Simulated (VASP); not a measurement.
Here is a VASP 6.6.1 calculation.

The input INCAR:

```
PREC = Accurate
ENCUT = 520
EDIFF = 1E-6
ISMEAR = 0
SIGMA = 0.013000000000000001
LREAL = F
LASPH = T
NELM = 60
ALGO = Normal
ISIF = 2
LWAVE = F
LCHARG = T
GGA = PE
LELF = T
LVHAR = T
NBANDS = 18
```

The input KPOINTS:

```
Automatic mesh
0
Gamma
  7 7 7
```

File POSCAR:

```
BiS
1.0
    4.0029443400      0.0000000000      0.0000000000
    0.0000000000      4.0029443400      0.0000000000
    0.0000000000      0.0000000000      4.0029443400
Bi S
1 1
Direct
    0.5000000000      0.5000000000      0.5000000000
    0.0000000000      0.0000000000      0.0000000000
```

Potentials or basis: VASP PAW PBE potentials, release 64 (Bi_d, S).

Command:

```console
$ cat potpaw_PBE.64/Bi_d/POTCAR potpaw_PBE.64/S/POTCAR > POTCAR
$ mpirun -np 1 vasp_std > vasp.out
```

Task: Estimate the pressure.

Result: -10.9 GPa.
